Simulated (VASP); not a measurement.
# Be in VASP: further runs, part 2 of 2

VASP 6.6.1. Earlier steps stand in the parts before.

## 5. Single point, PBEsol

This run uses another cell than the first one, of 6.55 Å³/atom, 0.825 times its volume.

File INCAR:

```
SYSTEM = Be
  ALGO = Normal
  EDIFF = 1E-7
  ENCUT = 520
  GGA = PS
  ISIF = 2
  ISMEAR = -1
  LASPH = .TRUE.
  LCHARG = .FALSE.
  LREAL = .FALSE.
  LWAVE = .FALSE.
  NBANDS = 9
  NELM = 60
  PREC = Accurate
  SIGMA = 0.05
```

File KPOINTS:

```
k-points
0
G
  13 13 8
  0 0 0
```

File POSCAR:

```
Be
1.0
    2.1237208432      0.0000000000      0.0000000000
   -1.0618604216      1.8391962008      0.0000000000
    0.0000000000      0.0000000000      3.3550363910
Be
2
Direct
    0.6666666667      0.3333333333      0.7500000000
    0.3333333333      0.6666666667      0.2500000000
```

Potentials or basis: VASP PAW PBE potentials, release 64 (Be).

Run with:

```console
> cat potpaw_PBE.64/Be/POTCAR > POTCAR
> mpirun -np 1 vasp_std > vasp.out
```

OUTCAR:

```text
SYSTEM = Be
   EDIFF = 1E-7
   ENCUT = 520
   GGA = PS
   ISIF = 2
   ISMEAR = -1
   LASPH = .TRUE.
   LREAL = .FALSE.
   NELM = 60
   PREC = Accurate

 ion  position               nearest neighbor table
   1  0.667  0.333  0.750-   2 2.08   2 2.08   2 2.08   2 2.08   2 2.08   2 2.08
   2  0.333  0.667  0.250-   1 2.08   1 2.08   1 2.08   1 2.08   1 2.08   1 2.08

  LATTYP: Found a hexagonal cell.
 ALAT       =     2.1237208432
 C/A-ratio  =     1.5797916199

  Lattice vectors:

 A1 = (   2.1237208432,   0.0000000000,   0.0000000000)
 A2 = (  -1.0618604216,   1.8391962008,   0.0000000000)
 A3 = (   0.0000000000,   0.0000000000,   3.3550363910)

Analysis of symmetry for initial positions (statically):
=====================================================================
 Subroutine PRICEL returns:
 Original cell was already a primitive cell.

 Routine SETGRP: Setting up the symmetry group for a
 hexagonal supercell.

 Subroutine GETGRP returns: Found 24 space group operations
 (whereof 12 operations were pure point group operations)
 out of a pool of 24 trial point group operations.

The static configuration has the point symmetry D_3d.
 The point group associated with its full space group is D_6h.

Analysis of symmetry for dynamics (positions and initial velocities):
=====================================================================
 Subroutine PRICEL returns:
 Original cell was already a primitive cell.

 Routine SETGRP: Setting up the symmetry group for a
 hexagonal supercell.

 Subroutine GETGRP returns: Found 24 space group operations
 (whereof 12 operations were pure point group operations)
 out of a pool of 24 trial point group operations.

The dynamic configuration has the point symmetry D_3d.
 The point group associated with its full space group is D_6h.

 Subroutine INISYM returns: Found 24 space group operations
 (whereof 12 operations are pure point group operations),
 and found     1 'primitive' translations

----------------------------------------------------------------------------------------

                                     Primitive cell

  volume of cell :      13.1046

  direct lattice vectors                    reciprocal lattice vectors
     2.123720843  0.000000000  0.000000000     0.470871679  0.271857891  0.000000000
    -1.061860422  1.839196201  0.000000000     0.000000000  0.543715782  0.000000000
     0.000000000  0.000000000  3.355036391     0.000000000  0.000000000  0.298059360

  length of vectors
     2.123720843  2.123720843  3.355036391     0.543715782  0.543715782  0.298059360

  position of ions in fractional coordinates (direct lattice)
     0.666666667  0.333333333  0.750000000
     0.333333333  0.666666667  0.250000000

  ion indices of the primitive-cell ions
   primitive index   ion index
                 1           1
                 2           2

----------------------------------------------------------------------------------------

 KPOINTS: k-points

Automatic generation of k-mesh.
 Grid dimensions read from file:
 generate k-points for:   13   13    8

 Generating k-lattice:

  Cartesian coordinates                     Fractional coordinates (reciprocal lattice)
     0.036220898  0.020912145  0.000000000     0.076923077  0.000000000  0.000000000
     0.000000000  0.041824291  0.000000000     0.000000000  0.076923077  0.000000000
     0.000000000  0.000000000  0.037257420     0.000000000  0.000000000  0.125000000

  Length of vectors
     0.041824291  0.041824291  0.037257420

  Shift w.r.t. Gamma in fractional coordinates (k-lattice)
     0.000000000  0.000000000  0.000000000

 Subroutine IBZKPT returns following result:
 ===========================================

 Found    105 irreducible k-points:

 Following reciprocal coordinates:
            Coordinates               Weight
  0.000000  0.000000  0.000000      1.000000
  0.076923  0.000000  0.000000      6.000000
  0.153846  0.000000  0.000000      6.000000
  0.230769 -0.000000  0.000000      6.000000
  0.307692  0.000000  0.000000      6.000000
  0.384615 -0.000000  0.000000      6.000000
[... 16 lines left out ...]
  0.076923  0.000000  0.125000     12.000000
  0.153846  0.000000  0.125000     12.000000
 [... further k-points ...]
   k-points           NKPTS =    105   k-points in BZ     NKDIM =    105   number of bands    NBANDS=      9
   number of dos      NEDOS =    301   number of ions     NIONS =      2
   total plane-waves  NPLWV =   7168
   dimension x,y,z NGX =    16 NGY =   16 NGZ =   28
   dimension x,y,z NGXF=    32 NGYF=   32 NGZF=   56
   ions per type =               2
   NGX,Y,Z   is equivalent  to a cutoff of  12.52, 12.52, 13.87 a.u.
   NGXF,Y,Z  is equivalent  to a cutoff of  25.05, 25.05, 27.75 a.u.
 SYSTEM =  Be
   PREC   = accura    normal or accurate (medium, high low for compatibility)
   ISTART =      0    job   : 0-new  1-cont  2-samecut
   ICHARG =      2    charge: 1-file 2-atom 10-const
   ISPIN  =      1    spin polarized calculation?
   LNONCOLLINEAR =      F non collinear calculations
   LSORBIT =      F    spin-orbit coupling
   LASPH  =      T    aspherical Exc in radial PAW
   ENCUT  =  520.0 eV  38.22 Ry    6.18 a.u.   3.95  3.95  6.24*2*pi/ulx,y,z
   NELM   =     60;   NELMIN=  2; NELMDL= -5     # of ELM steps
   EDIFF  = 0.1E-06   stopping-criterion for ELM
   LREAL  =      F    real-space projection
   EDIFFG = 0.1E-05   stopping-criterion for IOM
   NSW    =      0    number of steps for IOM
   IBRION =     -1    ionic relax: 0-MD 1-quasi-New 2-CG
   NFREE  =      0    steps in history (QN), initial steepest desc. (CG)
   ISIF   =      2    stress and relaxation
   ISYM   =      2    0-nonsym 1-usesym 2-fastsym
   POTIM  = 0.5000    time-step for ionic-motion
   TEBEG  =    0.0;   TEEND  =   0.0 temperature during run
   PSTRESS=    0.0 pullay stress
   NELECT =       4.0000    total number of electrons
   NUPDOWN=      -1.0000    fix difference up-down
   EMIN   =  10.00;   EMAX   =-10.00  energy-range for DOS
[... 5 lines left out ...]
     AMIX     =   0.40;   BMIX     =  1.00
     AMIX_MAG =   1.60;   BMIX_MAG =  1.00
  volume/ion in A,a.u.               =       6.55        44.22
  Fermi-wavevector in a.u.,A,eV,Ry     =   1.102268  2.082985 16.531011  1.214995
  Thomas-Fermi vector in A             =   2.238708
   LORBIT       =      0    0 simple, 1 ext, 2 COOP (PROOUT), +10 PAW based schemes
   GGA     = PS    functional components
   LHFCALC =     F    Hartree Fock is set to
   AEXX    =    0.0000 exact exchange contribution
   IVDW    =     0    specifies the selected vdW correction
   LEPSILON=     F    determine dielectric tensor
   LRPA    =     F    only Hartree local field effects (RPA)
 non-spin polarized calculation
  energy-cutoff  :      520.00
  volume of cell :       13.10
 maximum number of plane-waves:       364
 NGX is ok and might be reduce to    16
   NGX =  7   NGY =  7   NGZ = 13

 number of electron       4.0000000 magnetization

 Free energy of the ion-electron system (eV)
  ---------------------------------------------------
  ext. energy  EPLUGINS =         0.00000000
  ---------------------------------------------------
  free energy    TOTEN  =        -7.77379794 eV

  energy without entropy =       -7.77309823  energy(sigma->0) =       -7.77344809

 E-fermi :   8.4161     XC(G=0): -11.2416

 val. band max:        8.2671232969   @ k =   0.3077   0.3077   0.0000
 cond. band min:       8.5464000830   @ k =   0.3077   0.1538   0.0000
 fundamental gap:      0.2792767861
 Fermi energy:         8.4161204356

 k-point     1 :       0.0000    0.0000    0.0000
  band No.  band energies     occupation
      1      -3.7282      2.00000
      2       3.4354      2.00000
      3      10.4340      0.00000
      4      27.2327      0.00000
      5      27.2327      0.00000
      6      30.4533      0.00000
      7      30.4533      0.00000
      8      32.8900      0.00000
      9      39.1278      0.00000

 k-point     2 :       0.0769    0.0000    0.0000
  band No.  band energies     occupation
      1      -3.5480      2.00000
      2       3.6900      2.00000
      3      10.4512      0.00000
      4      25.6708      0.00000
      5      26.0635      0.00000
      6      30.5304      0.00000
      7      31.0564      0.00000
      8      32.5078      0.00000
      9      36.7509      0.00000
[... 253 lines left out ...]
 k-point    24 :       0.1538    0.0000    0.1250
  band No.  band energies     occupation
      1      -2.8621      2.00000
      2       3.6400      2.00000
      3      11.6391      0.00000
      4      22.5335      0.00000
      5      24.3146      0.00000
      6      29.6710      0.00000
      7      30.3819      0.00000
      8      30.7063      0.00000
      9      33.6634      0.00000

 [... further k-points ...]
[... 5 lines left out ...]
  --------------------------------------------------------------------------------------
  -------------------------------------------------------------------------------------
  Total        2.4975286      2.4975286      2.5039827      0.0000000      0.0000000      0.0000000
  in kB      305.3502774    305.3502774    306.1393653      0.0000000      0.0000000      0.0000000
  external PRESSURE =     305.6133067 kB  Pullay stress =       0.0000000 kB

 VOLUME and BASIS-vectors are now :
 -----------------------------------------------------------------------------
  energy-cutoff  :      520.00
  volume of cell :       13.10
      direct lattice vectors                 reciprocal lattice vectors
     2.123720843  0.000000000  0.000000000     0.470871679  0.271857891  0.000000000
    -1.061860422  1.839196201  0.000000000     0.000000000  0.543715782  0.000000000
     0.000000000  0.000000000  3.355036391     0.000000000  0.000000000  0.298059360

 POSITION                                       TOTAL-FORCE (eV/Angst)
 -----------------------------------------------------------------------------------
      1.06186      0.61307      2.51628        -0.000000     -0.000000      0.000000
     -0.00000      1.22613      0.83876         0.000000      0.000000      0.000000
 -----------------------------------------------------------------------------------
    total drift:                                0.000000     -0.000000      0.000000

  FREE ENERGIE OF THE ION-ELECTRON SYSTEM (eV)
  ---------------------------------------------------
  free  energy   TOTEN  =        -7.7737979423 eV

  energy  without entropy=       -7.7730982315  energy(sigma->0) =       -7.77344809
```

Run time: 9.7 s. Hardware: 1 thread of Intel Xeon 8259CL, shared host; peak memory 0.12 GiB.

What came out:

```
Free energy            : -7.7738 eV
Pressure               : 30.6 GPa
Band gap on the k mesh : zero (band 2 reaches 9.81 eV, above the bottom of band 3 at 8.12 eV)
```

Caveat: the PAW data sets were made with another functional, which shifts forces and pressure a little.

## 6. Single point, PBEsol

This run uses another cell than the first one, of 6.89 Å³/atom, 0.867 times its volume.

File INCAR:

```
  PREC = Accurate
  ENCUT = 520
  EDIFF = 1E-6
  ISMEAR = -1
  SIGMA = 0.05
  LREAL = F
  LASPH = T
  NELM = 80
  ALGO = Normal
  ISIF = 2
  LWAVE = F
  LCHARG = F
  GGA = PS
  NBANDS = 9
```

File KPOINTS:

```
Automatic mesh
0
Gamma
  13 13 8
```

File POSCAR:

```
Be
1.0
    2.1606576338      0.0000000000      0.0000000000
   -1.0803288169      1.8711843997      0.0000000000
    0.0000000000      0.0000000000      3.4067293067
Be
2
Direct
    0.6666666667      0.3333333333      0.7500000000
    0.3333333333      0.6666666667      0.2500000000
```

Potentials or basis: VASP PAW PBE potentials, release 64 (Be).

Run with:

```console
> cat potpaw_PBE.64/Be/POTCAR > POTCAR
> mpirun -np 1 vasp_std > vasp.out
```

Wall time 7.6 s (1 thread of Intel Xeon 8259CL, shared host); peak memory 0.12 GiB.

The run converged. Its results:

```
Free energy            : -7.8797 eV
Pressure               : 20.5 GPa
Band gap on the k mesh : zero (band 2 reaches 9.34 eV, above the bottom of band 3 at 7.66 eV)
```

Levels at points of the mesh, in eV from the Fermi level:
| k point | band 1 | band 2 | band 3 | band 4 | band 5 | band 6 |
| --- | --- | --- | --- | --- | --- | --- |
| (0.00, 0.00, 0.00) | -11.88 | -4.77 | 1.84 | 18.06 | 18.06 | 21.19 |
| (0.00, 0.00, 0.50) | -9.62 | -9.62 | 12.09 | 12.09 | 19.91 | 19.91 |

Caveat: the PAW data sets were made with another functional, which shifts forces and pressure a little.

## 7. Summary

| cell | gap on the mesh (eV) | pressure (GPa) |
| --- | --- | --- |
| a = 2.270, b = 2.270, c = 3.560 Å, angles 90.0, 90.0, 120.0°, 2 atoms | none | -1.2 |
| a = 2.315, b = 2.315, c = 3.631 Å, angles 90.0, 90.0, 120.0°, 2 atoms | none | -7.6 |
| a = 2.285, b = 2.285, c = 3.584 Å, angles 90.0, 90.0, 120.0°, 2 atoms | none | -3.3 |
| a = 2.124, b = 2.124, c = 3.355 Å, angles 90.0, 90.0, 120.0°, 2 atoms | none | 30.6 |
| a = 2.161, b = 2.161, c = 3.407 Å, angles 90.0, 90.0, 120.0°, 2 atoms | none | 20.5 |

Alike in all rows: task single point; level PBEsol; potentials or basis VASP PAW PBE potentials, release 64 (Be); no spin polarisation; k mesh 13 × 13 × 8; cutoff (eV) 520; smearing fermi-dirac 0.05 eV.

Caveats: the PAW data sets were made with another functional, which shifts forces and pressure a little.

Total energies depend on the potentials used, so only differences within one code and one set of settings carry meaning.
